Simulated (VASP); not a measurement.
Ni: single point with PBEsol

Crystal: Ni.

```
CELL_PARAMETERS angstrom
2.44802 0.00000 0.00000
-1.22401 2.12005 0.00000
0.00000 0.00000 4.07281
ATOMIC_POSITIONS crystal
Ni 0.66667 0.33333 0.75000
Ni 0.33333 0.66667 0.25000
```

```yaml
Program: VASP 6.6.1
Task: single point
Functional: PBEsol
Potentials_or_basis: VASP PAW PBE potentials, release 64 (Ni)
Cutoff: 520 eV
k_mesh: 10 × 10 × 6
Occupations: fermi-dirac, width 0.05 eV
Spin: collinear spin, ferromagnetic start
Starting_moments: "[1.0, 1.0] μB"
Fixed_moment: 2 μB
Dipole_correction: no
Further_INCAR_settings: ALGO = Normal; EDIFF = 1e-06; NBANDS = 21
```

```json
{"Pressure": "0.1 GPa", "Net moment": "2.00 μB per cell", "Site moments": "Ni +0.99 μB", "Valence electrons inside the program's atomic spheres": "Ni 9.36"}
```

Stress tensor (GPa, compression positive):
```
 2.06  0.00  0.00
 0.00  2.06  0.00
 0.00  0.00 -3.73
```

It took 19 s on 1 thread of Intel(R) Xeon(R) 6975P-C (Granite Rapids) (shared host), peak memory 0.15 GiB.

Caveat: the PAW data sets were made with another functional, which shifts forces and pressure a little; the total moment is fixed, so each spin has its own Fermi level.
